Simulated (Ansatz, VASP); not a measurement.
## Nb: VASP beside Ansatz

```
Nb
1.0
    -1.65113    1.65113    1.65113
     1.65113   -1.65113    1.65113
     1.65113    1.65113   -1.65113
Nb
1
Direct
  0.00000 0.00000 0.00000
```

Alike in both runs: task single point; functional r2SCAN; k mesh 11 × 11 × 11; occupations fermi-dirac, width 0.1 eV; no spin polarisation.

|  | VASP | Ansatz |
| --- | --- | --- |
| version | VASP 6.6.1 | Ansatz 0.2.0 |
| potentials or method | VASP PAW PBE potentials, release 64 (Nb_sv), cutoff 520 eV | plane waves (500 eV) with PAW, scalar-relativistic |
| valence electrons in the cell | 13 | 13 |

```tsv
	VASP	Ansatz	Ansatz less VASP
pressure (GPa)	0.6	0.8	+0.22
```

VASP's potentials were made for PBE, not for r2SCAN.
